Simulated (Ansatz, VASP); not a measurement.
One calculation of Al, two programs

```
Al
1.0
     4.01445    0.00000    0.00000
     0.00000    2.83865    0.00000
     0.00000    0.00000   27.35459
Al
9
Direct
  0.00000 0.00000 0.29246
  0.50000 0.50000 0.34434
  0.00000 0.00000 0.39623
  0.50000 0.50000 0.44811
  0.00000 0.00000 0.50000
  0.50000 0.50000 0.55189
  0.00000 0.00000 0.60377
  0.50000 0.50000 0.65566
  0.00000 0.00000 0.70754
```

Alike in both runs: task single point; functional PBEsol; k mesh 8 × 12 × 1; no spin polarisation.

|  | VASP | Ansatz |
| --- | --- | --- |
| version | VASP 6.6.1 | Ansatz 0.2.0 |
| potentials or method | VASP PAW PBE potentials, release 64 (Al) | plane-wave PAW, scalar-relativistic |
| plane-wave cutoff (eV) | 520 | 420 |
| occupations | methfessel-paxton of order 1, width 0.1 eV | cold, width 0.1 eV |
| valence electrons in the cell | 27 | 27 |

|  | VASP | Ansatz | Ansatz less VASP |
| --- | --- | --- | --- |
| rms of the force components (eV/Å) | 0.084 | 0.082 | -0.0026 |

VASP's potentials were made for PBE, not for PBEsol, and Ansatz warns of the same on its side. Atom by atom the forces differ by 0.006 eV/Å (rms over components).
